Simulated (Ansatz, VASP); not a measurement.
## CdSe in VASP and in Ansatz

Contents of INCAR:

```
SYSTEM = CdSe
  PREC = Accurate
  ENCUT = 520
  EDIFF = 1E-6
  ISMEAR = 0
  SIGMA = 0.05
  LREAL = .FALSE.
  LASPH = .TRUE.
  NELM = 60
  ALGO = Normal
  ISIF = 2
  LWAVE = .FALSE.
  LCHARG = .FALSE.
  GGA = PE
  NBANDS = 16
```

KPOINTS

```
Automatic mesh
0
G
  10 10 10
  0 0 0
```

The input POSCAR:

```
CdSe
1.0
    0.0000000000      3.0702711986      3.0702711986
    3.0702711986      0.0000000000      3.0702711986
    3.0702711986      3.0702711986      0.0000000000
Cd Se
1 1
Direct
    0.0000000000      0.0000000000      0.0000000000
    0.7500000000      0.7500000000      0.7500000000
```

Input for Ansatz:

```yaml
crystal:
  lattice:
    - [0.0, 3.0702711986, 3.0702711986]
    - [3.0702711986, 0.0, 3.0702711986]
    - [3.0702711986, 3.0702711986, 0.0]
  atoms:
    - { symbol: Cd, position: [0.0, 0.0, 0.0] }
    - { symbol: Se, position: [0.75, 0.75, 0.75] }
basis:
  ecutwfc: 420
kpoints:
  mp_grid: { grid: [10, 10, 10] }
hamiltonian:
  xc: pbe
scf:
  occupations: { method: gaussian, width: 0.05 }
output:
  forces: true
  stress: true
  eigenvalues: true
```

Alike in both runs: task single point; functional PBE; k mesh 10 × 10 × 10; occupations gaussian, width 0.05 eV; no spin polarisation.

|  | VASP | Ansatz |
| --- | --- | --- |
| version | VASP 6.6.1 | Ansatz 0.2.0 |
| potentials or method | VASP PAW PBE potentials, release 64 (Cd, Se), cutoff 520 eV | scalar-relativistic, plane waves, PAW |
| valence electrons in the cell | 18 | 36 |

|  | VASP | Ansatz | Ansatz less VASP |
| --- | --- | --- | --- |
| gap on the k mesh at the Fermi level (eV) | 0.55 | 0.55 | +0.001 |
| least direct gap on the mesh (eV) | 0.55 | 0.55 | +0.001 |
| pressure (GPa) | 1.6 | 1.3 | -0.29 |

With one functional, cell and mesh, what is left measures potentials, basis and numerics. VASP's potentials hold 18 valence electrons a cell and Ansatz's 36, so a difference there can come from the potentials and not from the codes.
